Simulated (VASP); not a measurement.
# SnAs2 (R3m) in VASP: single point with PBE

Aim: the single point of SnAs2 with PBE.

Program: VASP 6.6.1. These are calculated values, not measurements. Logs are shortened: lines on timing, memory, paths and dates and some standing lists are left out, and cuts for length are marked.

**1. The cell of the first run**

Symmetry: R3m, No. 160, trigonal system. Conventional cell: a = 3.590 Å, b = 3.590 Å, c = 19.568 Å, α = 90.00°, β = 90.00°, γ = 120.00°. Within 4.2 Å of Sn (site symmetry 3m) lie 7 As at 3.22 to 4.06 Å and 6 Sn at 3.59 Å. As (site symmetry 3m) has 3 As at 2.55 Å and 3 Sn at 3.22 Å within 3.4 Å. As (site symmetry 3m) has 3 As at 2.55 Å and 3 Sn at 3.31 Å within 3.4 Å.

**2. Single point, PBE**

Contents of INCAR:

```
SYSTEM = SnAs2
PREC = Accurate
ENCUT = 520
EDIFF = 1E-6
ISMEAR = 0
SIGMA = 0.1
LREAL = .False.
LASPH = .True.
NELM = 80
ALGO = Fast
ISIF = 2
LWAVE = .False.
LCHARG = .True.
GGA = PE
LELF = .True.
LVHAR = .True.
NBANDS = 19
```

Contents of KPOINTS:

```
Automatic mesh
0
Gamma
  12 12 12
  0 0 0
```

Contents of POSCAR:

```
SnAs2
1.0
    1.7949740123      1.0363287292      6.5227967360
   -1.7949740123      1.0363287292      6.5227967360
    0.0000000000     -2.0726574584      6.5227967360
Sn As
1 2
Direct
    0.9981297422      0.9981297422      0.9981297422
    0.2055515467      0.2055515467      0.2055515467
    0.4630187111      0.4630187111      0.4630187111
```

Potentials or basis: VASP PAW PBE potentials, release 64 (Sn_d, As).

Command:

```
> cat potpaw_PBE.64/Sn_d/POTCAR potpaw_PBE.64/As/POTCAR > POTCAR
> mpirun -np 1 vasp_std > vasp.out
```

OUTCAR:

```text
SYSTEM = SnAs2
   PREC = Accurate
   ENCUT = 520
   EDIFF = 1E-6
   ISMEAR = 0
   LREAL = .False.
   LASPH = .True.
   NELM = 80
   ISIF = 2
   GGA = PE

 ion  position               nearest neighbor table
   1  0.998  0.998  0.998-   2 3.22   2 3.22   2 3.22   3 3.31   3 3.31   3 3.31
   2  0.206  0.206  0.206-   3 2.55   3 2.55   3 2.55   1 3.22   1 3.22   1 3.22
   3  0.463  0.463  0.463-   2 2.55   2 2.55   2 2.55   1 3.31   1 3.31   1 3.31

  LATTYP: Found a trigonal (rhomboedric) cell.
 ALAT       =     6.8441790011
 COS(alpha) =     0.8624363764

  Lattice vectors:

 A1 = (   1.7949740123,   1.0363287292,   6.5227967360)
 A2 = (  -1.7949740123,   1.0363287292,   6.5227967360)
 A3 = (   0.0000000000,  -2.0726574584,   6.5227967360)

Analysis of symmetry for initial positions (statically):
=====================================================================
 Subroutine PRICEL returns:
 Original cell was already a primitive cell.

 Routine SETGRP: Setting up the symmetry group for a
 trigonal (rhombohedral) supercell.

 Subroutine GETGRP returns: Found  6 space group operations
 (whereof  6 operations were pure point group operations)
 out of a pool of 12 trial point group operations.

The static configuration has the point symmetry C_3v.

Analysis of symmetry for dynamics (positions and initial velocities):
=====================================================================
 Subroutine PRICEL returns:
 Original cell was already a primitive cell.

 Routine SETGRP: Setting up the symmetry group for a
 trigonal (rhombohedral) supercell.

 Subroutine GETGRP returns: Found  6 space group operations
 (whereof  6 operations were pure point group operations)
 out of a pool of 12 trial point group operations.

The dynamic configuration has the point symmetry C_3v.

 Subroutine INISYM returns: Found  6 space group operations
 (whereof  6 operations are pure point group operations),
 and found     1 'primitive' translations

----------------------------------------------------------------------------------------

                                     Primitive cell

  volume of cell :      72.8016

  direct lattice vectors                    reciprocal lattice vectors
     1.794974012  1.036328729  6.522796736     0.278555565  0.160824130  0.051102824
    -1.794974012  1.036328729  6.522796736    -0.278555565  0.160824130  0.051102824
     0.000000000 -2.072657458  6.522796736     0.000000000 -0.321648261  0.051102824

  length of vectors
     6.844179001  6.844179001  6.844179001     0.325682518  0.325682518  0.325682518

  position of ions in fractional coordinates (direct lattice)
     0.998129742  0.998129742  0.998129742
     0.205551547  0.205551547  0.205551547
     0.463018711  0.463018711  0.463018711

  ion indices of the primitive-cell ions
   primitive index   ion index
                 1           1
                 2           2
                 3           3

----------------------------------------------------------------------------------------

 KPOINTS: Automatic mesh

Automatic generation of k-mesh.
 Grid dimensions read from file:
 generate k-points for:   12   12   12

 Generating k-lattice:

  Cartesian coordinates                     Fractional coordinates (reciprocal lattice)
     0.023212964  0.013402011  0.004258569     0.083333333 -0.000000000  0.000000000
    -0.023212964  0.013402011  0.004258569    -0.000000000  0.083333333  0.000000000
     0.000000000 -0.026804022  0.004258569     0.000000000  0.000000000  0.083333333

  Length of vectors
     0.027140210  0.027140210  0.027140210

  Shift w.r.t. Gamma in fractional coordinates (k-lattice)
     0.000000000  0.000000000  0.000000000

 Subroutine IBZKPT returns following result:
 ===========================================

 Found    189 irreducible k-points:

 Following reciprocal coordinates:
            Coordinates               Weight
  0.000000  0.000000  0.000000      1.000000
  0.083333  0.000000  0.000000      6.000000
  0.166667  0.000000 -0.000000      6.000000
  0.250000  0.000000  0.000000      6.000000
  0.333333  0.000000 -0.000000      6.000000
  0.416667  0.000000  0.000000      6.000000
[... 16 lines left out ...]
  0.500000  0.166667  0.000000     12.000000
 -0.416667  0.166667 -0.000000     12.000000
 [... further k-points ...]
   k-points           NKPTS =    189   k-points in BZ     NKDIM =    189   number of bands    NBANDS=     19
   number of dos      NEDOS =    301   number of ions     NIONS =      3
   total plane-waves  NPLWV = 157464
   dimension x,y,z NGX =    54 NGY =   54 NGZ =   54
   dimension x,y,z NGXF=   108 NGYF=  108 NGZF=  108
   ions per type =               1   2
   NGX,Y,Z   is equivalent  to a cutoff of  13.12, 13.12, 13.12 a.u.
   NGXF,Y,Z  is equivalent  to a cutoff of  26.23, 26.23, 26.23 a.u.
 SYSTEM =  SnAs2
   PREC   = accura    normal or accurate (medium, high low for compatibility)
   ISTART =      0    job   : 0-new  1-cont  2-samecut
   ICHARG =      2    charge: 1-file 2-atom 10-const
   ISPIN  =      1    spin polarized calculation?
   LNONCOLLINEAR =      F non collinear calculations
   LSORBIT =      F    spin-orbit coupling
   LASPH  =      T    aspherical Exc in radial PAW
   ENCUT  =  520.0 eV  38.22 Ry    6.18 a.u.  12.73 12.73 12.73*2*pi/ulx,y,z
   NELM   =     80;   NELMIN=  2; NELMDL= -5     # of ELM steps
   EDIFF  = 0.1E-05   stopping-criterion for ELM
   LREAL  =      F    real-space projection
   EDIFFG = 0.1E-04   stopping-criterion for IOM
   NSW    =      0    number of steps for IOM
   IBRION =     -1    ionic relax: 0-MD 1-quasi-New 2-CG
   NFREE  =      0    steps in history (QN), initial steepest desc. (CG)
   ISIF   =      2    stress and relaxation
   ISYM   =      2    0-nonsym 1-usesym 2-fastsym
   POTIM  = 0.5000    time-step for ionic-motion
   TEBEG  =    0.0;   TEEND  =   0.0 temperature during run
   PSTRESS=    0.0 pullay stress
   NELECT =      24.0000    total number of electrons
   NUPDOWN=      -1.0000    fix difference up-down
   EMIN   =  10.00;   EMAX   =-10.00  energy-range for DOS
   EFERMI =   0.00;   METHOD = LEGACY
   ISMEAR =     0;   SIGMA  =   0.10  broadening in eV -4-tet -1-fermi 0-gaus
   EFERMI_NEDOS =   21; number of points for ismear=-14 and -15
   IALGO  =     68    algorithm
   IMIX   =      4    mixing-type and parameters
     AMIX     =   0.40;   BMIX     =  1.00
     AMIX_MAG =   1.60;   BMIX_MAG =  1.00
  volume/ion in A,a.u.               =      24.27       163.76
  Fermi-wavevector in a.u.,A,eV,Ry     =   1.130919  2.137128 17.401561  1.278979
  Thomas-Fermi vector in A             =   2.267617
   LORBIT       =      0    0 simple, 1 ext, 2 COOP (PROOUT), +10 PAW based schemes
   GGA     = PE    functional components
   LHFCALC =     F    Hartree Fock is set to
   AEXX    =    0.0000 exact exchange contribution
   IVDW    =     0    specifies the selected vdW correction
   LEPSILON=     F    determine dielectric tensor
   LRPA    =     F    only Hartree local field effects (RPA)
 non-spin polarized calculation
 RMM-DIIS sequential band-by-band and
 Gauss-broadening in eV      SIGMA  =   0.10
  energy-cutoff  :      520.00
  volume of cell :       72.80
 maximum number of plane-waves:      1990
 NGX is ok and might be reduce to    54
   NGX = 25   NGY = 25   NGZ = 25

 number of electron      24.0000000 magnetization

 Free energy of the ion-electron system (eV)
  ---------------------------------------------------
  ext. energy  EPLUGINS =         0.00000000
  ---------------------------------------------------
  free energy    TOTEN  =       -12.83118917 eV

  energy without entropy =      -12.82539566  energy(sigma->0) =      -12.82829241

 E-fermi :   6.0546     XC(G=0):  -9.9857

 val. band max:        6.0492873339   @ k =   0.5000   0.1667   0.0833
 cond. band min:       6.0631398990   @ k =  -0.3333   0.1667   0.1667
 fundamental gap:      0.0138525651
 Fermi energy:         6.0545688774

 k-point     1 :       0.0000    0.0000    0.0000
  band No.  band energies     occupation
      1     -15.5764      2.00000
      2     -15.5477      2.00000
      3     -15.5477      2.00000
      4     -15.5207      2.00000
      5     -15.5207      2.00000
      6      -8.3734      2.00000
[... 11 lines left out ...]
     18      13.1251      0.00000
     19      14.3402      0.00000

 k-point     2 :       0.0833    0.0000    0.0000
  band No.  band energies     occupation
      1     -15.5737      2.00000
      2     -15.5481      2.00000
      3     -15.5426      2.00000
      4     -15.5233      2.00000
      5     -15.5213      2.00000
      6      -8.2797      2.00000
[... 11 lines left out ...]
     18      13.3170      0.00000
     19      13.7728      0.00000

 k-point     3 :       0.1667    0.0000   -0.0000
  band No.  band energies     occupation
      1     -15.5689      2.00000
      2     -15.5464      2.00000
      3     -15.5305      2.00000
      4     -15.5287      2.00000
      5     -15.5229      2.00000
      6      -8.0013      2.00000
[... 11 lines left out ...]
     18      12.7868      0.00000
     19      13.3437      0.00000

 k-point     4 :       0.2500    0.0000    0.0000
  band No.  band energies     occupation
      1     -15.5694      2.00000
      2     -15.5404      2.00000
      3     -15.5372      2.00000
      4     -15.5252      2.00000
      5     -15.5096      2.00000
      6      -7.5486      2.00000
[... 11 lines left out ...]
     18      12.3405      0.00000
     19      13.5682      0.00000

 k-point     5 :       0.3333    0.0000   -0.0000
  band No.  band energies     occupation
      1     -15.5735      2.00000
      2     -15.5500      2.00000
      3     -15.5275      2.00000
      4     -15.5245      2.00000
      5     -15.4905      2.00000
      6      -6.9489      2.00000
[... 11 lines left out ...]
     18      12.0838      0.00000
     19      13.1586      0.00000

 k-point     6 :       0.4167    0.0000    0.0000
  band No.  band energies     occupation
      1     -15.5773      2.00000
      2     -15.5571      2.00000
      3     -15.5291      2.00000
      4     -15.5145      2.00000
      5     -15.4764      2.00000
      6      -6.2862      2.00000
[... 11 lines left out ...]
     18      12.0538      0.00000
     19      12.8691      0.00000

 k-point     7 :       0.5000    0.0000    0.0000
  band No.  band energies     occupation
      1     -15.5788      2.00000
      2     -15.5597      2.00000
      3     -15.5297      2.00000
      4     -15.5108      2.00000
      5     -15.4712      2.00000
      6      -5.9031      2.00000
[... 11 lines left out ...]
     18      11.9084      0.00000
     19      12.9493      0.00000

 k-point     8 :       0.0833    0.0833    0.0000
  band No.  band energies     occupation
      1     -15.5737      2.00000
      2     -15.5481      2.00000
      3     -15.5426      2.00000
      4     -15.5233      2.00000
      5     -15.5213      2.00000
      6      -8.2781      2.00000
[... 256 lines left out ...]
 k-point    20 :       0.2500    0.1667    0.0000
  band No.  band energies     occupation
      1     -15.5643      2.00000
      2     -15.5463      2.00000
      3     -15.5363      2.00000
      4     -15.5249      2.00000
      5     -15.5158      2.00000
      6      -7.7183      2.00000
[... 11 lines left out ...]
     18      12.8613      0.00000
     19      13.4972      0.00000

 k-point    21 :       0.3333    0.1667    0.0000
  band No.  band energies     occupation
      1     -15.5544      2.00000
      2     -15.5478      2.00000
      3     -15.5433      2.00000
      4     -15.5282      2.00000
      5     -15.5002      2.00000
      6      -7.2707      2.00000
[... 11 lines left out ...]
     18      12.5253      0.00000
     19      13.5696      0.00000

 k-point    22 :       0.4167    0.1667    0.0000
  band No.  band energies     occupation
      1     -15.5546      2.00000
      2     -15.5500      2.00000
      3     -15.5354      2.00000
      4     -15.5319      2.00000
      5     -15.4886      2.00000
      6      -6.6782      2.00000
[... 11 lines left out ...]
     18      12.4080      0.00000
     19      14.0837      0.00000

 k-point    23 :       0.5000    0.1667    0.0000
  band No.  band energies     occupation
      1     -15.5573      2.00000
      2     -15.5547      2.00000
      3     -15.5348      2.00000
      4     -15.5203      2.00000
      5     -15.4835      2.00000
      6      -6.0166      2.00000
[... 11 lines left out ...]
     18      12.4643      0.00000
     19      14.6192      0.00000

 k-point    24 :      -0.4167    0.1667   -0.0000
  band No.  band energies     occupation
      1     -15.5584      2.00000
      2     -15.5563      2.00000
      3     -15.5358      2.00000
      4     -15.5134      2.00000
      5     -15.4830      2.00000
      6      -5.6231      2.00000
[... 11 lines left out ...]
     18      12.4896      0.00000
     19      14.2338      0.00000

 [... further k-points ...]

------------------------ aborting loop because EDIFF is reached ----------------------------------------

  FORCE on cell =-STRESS in cart. coord.  units (eV):
  Direction    XX          YY          ZZ          XY          YZ          ZX
  --------------------------------------------------------------------------------------
  -------------------------------------------------------------------------------------
  Total        0.0561422      0.0561422      0.0805008      0.0000000      0.0000000      0.0000000
  in kB        1.2355473      1.2355473      1.7716177      0.0000000      0.0000000      0.0000000
  external PRESSURE =       1.4142374 kB  Pullay stress =       0.0000000 kB

 VOLUME and BASIS-vectors are now :
 -----------------------------------------------------------------------------
  energy-cutoff  :      520.00
  volume of cell :       72.80
      direct lattice vectors                 reciprocal lattice vectors
     1.794974012  1.036328729  6.522796736     0.278555565  0.160824130  0.051102824
    -1.794974012  1.036328729  6.522796736    -0.278555565  0.160824130  0.051102824
     0.000000000 -2.072657458  6.522796736     0.000000000 -0.321648261  0.051102824

 POSITION                                       TOTAL-FORCE (eV/Angst)
 -----------------------------------------------------------------------------------
      0.00000      0.00000     19.53179         0.000000     -0.000000      0.000293
      0.00000      0.00000      4.02231         0.000000      0.000000      0.047515
      0.00000      0.00000      9.06053         0.000000     -0.000000     -0.047809
 -----------------------------------------------------------------------------------
    total drift:                                0.000000      0.000000      0.000693

  FREE ENERGIE OF THE ION-ELECTRON SYSTEM (eV)
  ---------------------------------------------------
  free  energy   TOTEN  =       -12.8311891687 eV

  energy  without entropy=      -12.8253956556  energy(sigma->0) =      -12.82829241
```

Run time: 15 min. Hardware: 1 thread of Oxide Virtual Turin-like, shared host; peak memory 0.53 GiB.

What came out:

```
Free energy            : -12.8312 eV
Pressure               : 0.1 GPa
Largest force          : 0.048 eV/Å
Band gap on the k mesh : zero (bands 12 and 13 overlap by 2.93 eV)
```

Forces in eV/Å, atoms in the order of the input:
```
Sn   0.000  0.000  0.000
As   0.000  0.000  0.048
As   0.000  0.000 -0.048
```

Levels at points of the mesh, in eV from the Fermi level:
| k point | band 10 | band 11 | band 12 | band 13 | band 14 | band 15 |
| --- | --- | --- | --- | --- | --- | --- |
| (0.00, 0.00, 0.00) | -0.74 | -0.29 | -0.03 | 2.20 | 2.20 | 4.02 |
| (0.50, 0.00, 0.00) | -3.63 | -2.64 | -2.12 | 0.56 | 1.36 | 1.40 |
| (0.50, 0.50, 0.00) | -2.82 | -2.73 | -2.28 | 1.30 | 2.11 | 2.51 |
| (0.50, 0.50, 0.50) | -0.77 | -0.77 | 1.87 | 2.33 | 2.33 | 4.19 |

Caveat: spin-orbit coupling is left out, which moves the levels of the heavy elements.
